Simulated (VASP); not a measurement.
# Ga (Im-3m) in VASP: notebook

The runs below take Ga through single point, relaxation of cell and atoms, with PBE.

Program: VASP 6.6.1. These are calculated values, not measurements. Logs are shortened: lines on timing, memory, paths and dates and some standing lists are left out, and cuts for length are marked.

## Step 1: The cell of the first run

It takes space group Im-3m (No. 229, cubic). Conventional cell: a = 3.129 Å, b = 3.129 Å, c = 3.129 Å, α = 90.00°, β = 90.00°, γ = 90.00°. Within 3.6 Å of Ga (site symmetry m-3m) lie 14 Ga at 2.71 to 3.13 Å.

## Step 2: Single point, PBE

File INCAR:

```
PREC = Accurate ; ENCUT = 520
EDIFF = 1E-7 ; ISMEAR = -1
SIGMA = 0.08 ; LREAL = F
LASPH = T ; NELM = 80
ALGO = Normal ; ISIF = 2
LWAVE = F ; LCHARG = T
GGA = PE ; LELF = T
LVHAR = T ; NBANDS = 12
```

File KPOINTS:

```
Automatic mesh
0
Gamma
  17 17 17
```

File POSCAR:

```
Ga
1.0
   -1.5646033954      1.5646033954      1.5646033954
    1.5646033954     -1.5646033954      1.5646033954
    1.5646033954      1.5646033954     -1.5646033954
Ga
1
Direct
    0.0000000000      0.0000000000      0.0000000000
```

Potentials or basis: VASP PAW PBE potentials, release 64 (Ga_d).

Command:

```console
cat potpaw_PBE.64/Ga_d/POTCAR > POTCAR
mpirun -np 1 vasp_std > vasp.out
```

OUTCAR:

```text
PREC = Accurate
   ENCUT = 520
   EDIFF = 1E-7
   ISMEAR = -1
   LREAL = F
   LASPH = T
   NELM = 80
   ISIF = 2
   GGA = PE

 ion  position               nearest neighbor table
   1  0.000  0.000  0.000-

  LATTYP: Found a body centered cubic cell.
 ALAT       =     3.1292067908

  Lattice vectors:

 A1 = (  -1.5646033954,   1.5646033954,   1.5646033954)
 A2 = (   1.5646033954,  -1.5646033954,   1.5646033954)
 A3 = (   1.5646033954,   1.5646033954,  -1.5646033954)

Analysis of symmetry for initial positions (statically):
=====================================================================
 Subroutine PRICEL returns:
 Original cell was already a primitive cell.

 Routine SETGRP: Setting up the symmetry group for a
 body centered cubic supercell.

 Subroutine GETGRP returns: Found 48 space group operations
 (whereof 48 operations were pure point group operations)
 out of a pool of 48 trial point group operations.

The static configuration has the point symmetry O_h .

Analysis of symmetry for dynamics (positions and initial velocities):
=====================================================================
 Subroutine PRICEL returns:
 Original cell was already a primitive cell.

 Routine SETGRP: Setting up the symmetry group for a
 body centered cubic supercell.

 Subroutine GETGRP returns: Found 48 space group operations
 (whereof 48 operations were pure point group operations)
 out of a pool of 48 trial point group operations.

The dynamic configuration has the point symmetry O_h .

 Subroutine INISYM returns: Found 48 space group operations
 (whereof 48 operations are pure point group operations),
 and found     1 'primitive' translations

----------------------------------------------------------------------------------------

                                     Primitive cell

  volume of cell :      15.3205

  direct lattice vectors                    reciprocal lattice vectors
    -1.564603395  1.564603395  1.564603395     0.000000000  0.319569804  0.319569804
     1.564603395 -1.564603395  1.564603395     0.319569804  0.000000000  0.319569804
     1.564603395  1.564603395 -1.564603395     0.319569804  0.319569804  0.000000000

  length of vectors
     2.709972575  2.709972575  2.709972575     0.451939951  0.451939951  0.451939951

  position of ions in fractional coordinates (direct lattice)
     0.000000000  0.000000000  0.000000000

  ion indices of the primitive-cell ions
[... 80 lines left out ...]
   ISIF   =      2    stress and relaxation
   ISYM   =      2    0-nonsym 1-usesym 2-fastsym
   POTIM  = 0.5000    time-step for ionic-motion
   TEBEG  =    0.0;   TEEND  =   0.0 temperature during run
   PSTRESS=    0.0 pullay stress
   NELECT =      13.0000    total number of electrons
   NUPDOWN=      -1.0000    fix difference up-down
   EMIN   =  10.00;   EMAX   =-10.00  energy-range for DOS
   EFERMI =   0.00;   METHOD = LEGACY
   ISMEAR =    -1;   SIGMA  =   0.08  broadening in eV -4-tet -1-fermi 0-gaus
   EFERMI_NEDOS =   21; number of points for ismear=-14 and -15
   IALGO  =     38    algorithm
   IMIX   =      4    mixing-type and parameters
     AMIX     =   0.40;   BMIX     =  1.00
     AMIX_MAG =   1.60;   BMIX_MAG =  1.00
  volume/ion in A,a.u.               =      15.32       103.39
  Fermi-wavevector in a.u.,A,eV,Ry     =   1.549881  2.928850 32.682977  2.402131
  Thomas-Fermi vector in A             =   2.654624
   LORBIT       =      0    0 simple, 1 ext, 2 COOP (PROOUT), +10 PAW based schemes
   GGA     = PE    functional components
   LHFCALC =     F    Hartree Fock is set to
   AEXX    =    0.0000 exact exchange contribution
   IVDW    =     0    specifies the selected vdW correction
   LEPSILON=     F    determine dielectric tensor
   LRPA    =     F    only Hartree local field effects (RPA)
 non-spin polarized calculation
  energy-cutoff  :      520.00
  volume of cell :       15.32
 maximum number of plane-waves:       424
   NGX =  9   NGY =  9   NGZ =  9

 number of electron      12.9999990 magnetization

 Free energy of the ion-electron system (eV)
  ---------------------------------------------------
  ext. energy  EPLUGINS =         0.00000000
  ---------------------------------------------------
  free energy    TOTEN  =        -2.68811087 eV

  energy without entropy =       -2.67890874  energy(sigma->0) =       -2.68350981

 E-fermi :   7.7621     XC(G=0): -12.0999

 val. band max:        7.7542761220   @ k =  -0.3529  -0.4118   0.0588
 cond. band min:       7.7644205710   @ k =   0.2353   0.2353   0.1176
 fundamental gap:      0.0101444489
 Fermi energy:         7.7621469831

 k-point     1 :       0.0000    0.0000    0.0000
  band No.  band energies     occupation
      1      -7.5001      2.00000
      2      -7.5000      2.00000
      3      -7.5000      2.00000
      4      -7.1967      2.00000
      5      -7.1967      2.00000
      6      -5.0838      2.00000
      7      23.0739      0.00000
      8      23.0739      0.00000
      9      23.0739      0.00000
     10      26.8025      0.00000
     11      26.8025      0.00000
     12      26.8025      0.00000
[... 331 lines left out ...]
 k-point    24 :       0.1765    0.1765    0.0000
  band No.  band energies     occupation
      1      -7.5783      2.00000
      2      -7.5034      2.00000
      3      -7.2538      2.00000
      4      -7.2524      2.00000
      5      -7.1817      2.00000
      6      -2.0447      2.00000
      7      12.4601      0.00000
      8      13.2767      0.00000
      9      17.9872      0.00000
     10      24.2988      0.00000
     11      24.3358      0.00000
     12      28.6282      0.00000

 [... further k-points ...]

------------------------ aborting loop because EDIFF is reached ----------------------------------------

  FORCE on cell =-STRESS in cart. coord.  units (eV):
  Direction    XX          YY          ZZ          XY          YZ          ZX
  --------------------------------------------------------------------------------------
  -------------------------------------------------------------------------------------
  Total        1.8340567      1.8340567      1.8340567     -0.0000000     -0.0000000      0.0000000
  in kB      191.8008590    191.8008590    191.8008590     -0.0000000     -0.0000000      0.0000000
  external PRESSURE =     191.8008590 kB  Pullay stress =       0.0000000 kB

 VOLUME and BASIS-vectors are now :
 -----------------------------------------------------------------------------
  energy-cutoff  :      520.00
  volume of cell :       15.32
      direct lattice vectors                 reciprocal lattice vectors
    -1.564603395  1.564603395  1.564603395     0.000000000  0.319569804  0.319569804
     1.564603395 -1.564603395  1.564603395     0.319569804  0.000000000  0.319569804
     1.564603395  1.564603395 -1.564603395     0.319569804  0.319569804  0.000000000

 POSITION                                       TOTAL-FORCE (eV/Angst)
 -----------------------------------------------------------------------------------
      0.00000      0.00000      0.00000         0.000000      0.000000     -0.000000
 -----------------------------------------------------------------------------------
    total drift:                                0.000000     -0.000000      0.000000

  FREE ENERGIE OF THE ION-ELECTRON SYSTEM (eV)
  ---------------------------------------------------
  free  energy   TOTEN  =        -2.6881108741 eV

  energy  without entropy=       -2.6789087389  energy(sigma->0) =       -2.68350981
```

stdout:

```text
POSCAR found type information on POSCAR Ga
 POSCAR found :  1 types and       1 ions
 scaLAPACK will be used
 LDA part: xc-table for (Slater+PW92), standard interpolation
 POSCAR, INCAR and KPOINTS ok, starting setup
 FFT: planning ... GRIDC
 FFT: planning ... GRID_SOFT
 FFT: planning ... GRID
 WAVECAR not read
 entering main loop
```

Run time: 11 s. Hardware: 1 thread of Intel Xeon 6975P-C, shared host; peak memory 0.15 GiB.

What came out:

- Free energy: -2.6881 eV
- Pressure: 19.2 GPa

## Step 3: Single point, PBE

File INCAR:

```
ALGO = Normal
EDIFF = 1E-6
ENCUT = 520
GGA = PE
ISIF = 2
ISMEAR = -1
LASPH = True
LCHARG = False
LREAL = False
LWAVE = False
NBANDS = 12
NELM = 80
PREC = Accurate
SIGMA = 0.08
```

File KPOINTS:

```
k-points
0
Gamma
  17 17 17
```

File POSCAR:

```
Ga
1.0
   -1.5648090352      1.5648090352      1.5648090352
    1.5648090352     -1.5648090352      1.5648090352
    1.5648090352      1.5648090352     -1.5648090352
Ga
1
Direct
    0.0000000000      0.0000000000      0.0000000000
```

Potentials or basis: VASP PAW PBE potentials, release 64 (Ga_d).

Command:

```console
cat potpaw_PBE.64/Ga_d/POTCAR > POTCAR
mpirun -np 1 vasp_std > vasp.out
```

Wall time 9.8 s (1 thread of Intel Xeon 6975P-C, shared host); peak memory 0.14 GiB.

Results (log left out):

```yaml
Free_energy: -2.6888 eV
Pressure: 19.1 GPa
```

Levels at points of the mesh, in eV from the Fermi level:
```tsv
k point	band 4	band 5	band 6	band 7	band 8	band 9
(0.00, 0.00, 0.00)	-14.96	-14.96	-12.84	15.31	15.31	15.31
```

## Step 4: Single point, PBE

This run uses another cell than the first one, of 19.22 Å³/atom, 1.254 times its volume.

File INCAR:

```
SYSTEM = Ga
  PREC = Accurate
  ENCUT = 520
  EDIFF = 1E-6
  ISMEAR = -1
  SIGMA = 0.08
  LREAL = .FALSE.
  LASPH = .TRUE.
  NELM = 100
  ALGO = Normal
  ISIF = 2
  LWAVE = .FALSE.
  LCHARG = .FALSE.
  GGA = PE
  NBANDS = 12
```

File KPOINTS:

```
regular mesh
0
G
  17 17 17
  0 0 0
```

File POSCAR:

```
Ga
1.0
   -1.6873423858      1.6873423858      1.6873423858
    1.6873423858     -1.6873423858      1.6873423858
    1.6873423858      1.6873423858     -1.6873423858
Ga
1
Direct
    0.0000000000      0.0000000000      0.0000000000
```

Command:

```console
cat potpaw_PBE.64/Ga_d/POTCAR > POTCAR
mpirun -np 1 vasp_std > vasp.out
```

Run time: 12 s. Hardware: 1 thread of Intel Xeon 6975P-C, shared host; peak memory 0.16 GiB.

It converged, with:

| Quantity | Value |
| --- | --- |
| Free energy | -2.8767 eV |
| Pressure | 0.1 GPa |

Levels at points of the mesh, in eV from the Fermi level:
| k point | band 2 | band 3 | band 4 | band 5 | band 6 | band 7 | band 8 | band 9 | band 10 | band 11 |
| --- | --- | --- | --- | --- | --- | --- | --- | --- | --- | --- |
| (0.00, 0.00, 0.00) | -14.95 | -14.95 | -14.77 | -14.77 | -10.93 | 12.32 | 12.32 | 12.32 | 16.96 | 16.96 |

## Step 5: Relaxation of cell and atoms, PBE, target pressure 19 GPa, at which the enthalpy is minimised

File INCAR:

```
SYSTEM = Ga
PREC = Accurate ; ENCUT = 600
EDIFF = 1E-7 ; ISMEAR = -1
SIGMA = 0.08 ; LREAL = .False.
LASPH = .True. ; NELM = 80
ALGO = Normal ; ISIF = 3
LWAVE = .False. ; LCHARG = .False.
GGA = PE ; IBRION = 2
NSW = 60 ; EDIFFG = -0.005
PSTRESS = 190.0
```

File KPOINTS:

```
Automatic mesh
0
Gamma
  17 17 17
  0 0 0
```

File POSCAR:

```
Ga
1.0
   -1.5644294753      1.5644294753      1.5644294753
    1.5644294753     -1.5644294753      1.5644294753
    1.5644294753      1.5644294753     -1.5644294753
Ga
1
Direct
    0.0000000000      0.0000000000      0.0000000000
```

Command:

```console
cat potpaw_PBE.64/Ga_d/POTCAR > POTCAR
mpirun -np 1 vasp_std > vasp.out
```

Run time: 25 s. Hardware: 1 thread of Intel Xeon 6975P-C, shared host; peak memory 0.17 GiB.

The run converged. Its results:

```yaml
Free_energy: -2.6901 eV
Relaxed_volume: 15.34 Å³/atom
Relaxed_cell: a = 2.711 Å, b = 2.711 Å, c = 2.711 Å, α = 109.47°, β = 109.47°, γ = 109.47°
Space_group_after_relaxing_to_0.05_Å: Im-3m (No. 229)
Energy_change_on_relaxing_the_enthalpy_is_what_falls: -2.7 meV/atom
Ionic_steps: 3
Pressure_after_relaxing: 19.0 GPa
```

Step by step:
```
step  energy change (eV)  largest force (eV/Å)  pressure (GPa)  volume (Å³)
   1              0.0000                0.0000           19.16        15.32
   2             -0.0040                0.0000           18.85        15.35
   3             -0.0027                0.0000           19.01        15.34
```

Final structure:
```xyz
1
Lattice="-1.5652 1.5652 1.5652 1.5652 -1.5652 1.5652 1.5652 1.5652 -1.5652" Properties=species:S:1:pos:R:3 pbc="T T T"
Ga    0.0000    0.0000    0.0000
```

Levels at points of the mesh, in eV from the Fermi level:
| k point | band 2 | band 3 | band 4 | band 5 | band 6 | band 7 | band 8 | band 9 | band 10 |
| --- | --- | --- | --- | --- | --- | --- | --- | --- | --- |
| (0.00, 0.00, 0.00) | -15.26 | -15.26 | -14.96 | -14.96 | -12.84 | 15.29 | 15.29 | 15.29 | 19.03 |

Caveat: the cell is relaxed towards a set pressure, so the enthalpy falls and the energy may rise.

## Step 6: The runs side by side

```tsv
task	cell	cutoff (eV)	gap on the mesh (eV)	pressure (GPa)
single point	a = 2.710 Å, angles 109.5°, 1 atom	520	none	19.1
single point	a = 2.923 Å, angles 109.5°, 1 atom	520	none	0.1
relaxation of cell and atoms	relaxed to 19 GPa from a = 2.710 Å, angles 109.5°, 1 atom	600	none	19.0
```

Alike in all rows: level PBE; potentials or basis VASP PAW PBE potentials, release 64 (Ga_d); no spin polarisation; k mesh 17 × 17 × 17; smearing fermi-dirac 0.08 eV.

Caveats: the cell is relaxed towards a set pressure, so the enthalpy falls and the energy may rise (some runs).

Absolute energies hang on the potentials; compare differences alone.
